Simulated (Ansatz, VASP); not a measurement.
Ti: VASP beside Ansatz

Contents of INCAR:

```
ALGO = Fast
EDIFF = 1E-7
EDIFFG = -0.01
ENCUT = 600
GGA = PE
IBRION = 2
ISIF = 3
ISMEAR = 0
LASPH = True
LCHARG = False
LREAL = False
LWAVE = False
NELM = 100
NSW = 100
PREC = Accurate
SIGMA = 0.1
```

KPOINTS

```
k-points
0
Gamma
  12 12 16
```

POSCAR

```
Ti
1.0
    4.5794320692      0.0000000000      0.0000000000
   -2.2897160346      3.9659045068      0.0000000000
    0.0000000000      0.0000000000      2.8350930224
Ti
3
Direct
    0.0000000000      0.0000000000      0.0000000000
    0.3333333333      0.6666666667      0.5000000000
    0.6666666667      0.3333333333      0.5000000000
```

Input for Ansatz:

```yaml
crystal:
  lattice:
    - [4.5794320692, 0.0, 0.0]
    - [-2.2897160346, 3.9659045068, 0.0]
    - [0.0, 0.0, 2.8350930224]
  atoms:
    - { symbol: Ti, position: [0.0, 0.0, 0.0] }
    - { symbol: Ti, position: [0.3333333333, 0.6666666667, 0.5] }
    - { symbol: Ti, position: [0.6666666667, 0.3333333333, 0.5] }
basis:
  ecutwfc: 420
kpoints:
  mp_grid: { grid: [12, 12, 16] }
hamiltonian:
  xc: pbe
scf:
  occupations: { method: gaussian, width: 0.1 }
output:
  forces: true
  stress: true
  eigenvalues: true
  write_density: true
  write_potential: true
  elf: true
  volumetric_format: npy
relax:
  adjacent_minimum: "off"
  f_tol: 0.01
  max_steps: 80
  cell: { stress_tol: 0.05 }
```

Alike in both runs: task relaxation of cell and atoms; functional PBE; k mesh 12 × 12 × 16; occupations gaussian, width 0.1 eV; no spin polarisation.

```csv
,VASP,Ansatz
version,VASP 6.6.1,Ansatz 0.2.0
potentials or method,"VASP PAW PBE potentials, release 64 (Ti_sv), cutoff 600 eV","scalar-relativistic, plane waves, PAW"
valence electrons in the cell,36,36
```

```csv
,VASP,Ansatz,Ansatz less VASP
"gap on the k mesh at the Fermi level, each at its own relaxed structure (eV)",none,none,-
relaxed volume (Å³/atom),17.11,17.14,+0.033
relaxed length of the cell vector where the two differ most in proportion (Å),4.576,4.579,+0.0039
```

A gap of «none» marks a metal or a gap that the smearing closes.
